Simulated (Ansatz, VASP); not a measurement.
**ZnSe: VASP beside Ansatz**

INCAR

```
SYSTEM = ZnSe
PREC = Accurate
ENCUT = 520
EDIFF = 1E-6
ISMEAR = 0
SIGMA = 0.05
LREAL = .FALSE.
LASPH = .TRUE.
NELM = 60
ALGO = Normal
ISIF = 2
LWAVE = .FALSE.
LCHARG = .FALSE.
GGA = PE
NBANDS = 16
```

File KPOINTS:

```
regular mesh
0
G
  8 8 8
  0 0 0
```

Contents of POSCAR:

```
ZnSe
1.0
    0.0000000000      2.6609857528      2.6609857528
    2.6609857528      0.0000000000      2.6609857528
    2.6609857528      2.6609857528      0.0000000000
Zn Se
1 1
Direct
    0.0000000000      0.0000000000      0.0000000000
    0.2500000000      0.2500000000      0.2500000000
```

Input for Ansatz:

```yaml
crystal:
  lattice:
    - [0.0, 2.6609857528, 2.6609857528]
    - [2.6609857528, 0.0, 2.6609857528]
    - [2.6609857528, 2.6609857528, 0.0]
  atoms:
    - { symbol: Zn, position: [0.0, 0.0, 0.0] }
    - { symbol: Se, position: [0.25, 0.25, 0.25] }
basis:
  ecutwfc: 420
  ecutrho_ratio: 4
kpoints:
  mp_grid: { grid: [8, 8, 8] }
hamiltonian:
  xc: pbe
scf:
  occupations: { method: gaussian, width: 0.05 }
output:
  forces: true
  stress: true
  eigenvalues: true
```

Alike in both runs: task single point; functional PBE; k mesh 8 × 8 × 8; occupations gaussian, width 0.05 eV; no spin polarisation.

```csv
,VASP,Ansatz
version,VASP 6.6.1,Ansatz 0.2.0
potentials or method,"VASP PAW PBE potentials, release 64 (Zn, Se), cutoff 520 eV","scalar-relativistic, plane waves, PAW"
valence electrons in the cell,18,28
```

VASP gave:

```
gap on the k mesh at the Fermi level (eV) : 2.11
least direct gap on the mesh (eV)         : 2.11
pressure (GPa)                            : 21.5
```

Question: Which values does Ansatz return?

Answer: gap on the k mesh at the Fermi level (eV): 2.09; least direct gap on the mesh (eV): 2.09; pressure (GPa): 21.0.

With one functional, cell and mesh, what is left measures potentials, basis and numerics. VASP's potentials hold 18 valence electrons a cell and Ansatz's 28, so a difference there can come from the potentials and not from the codes.
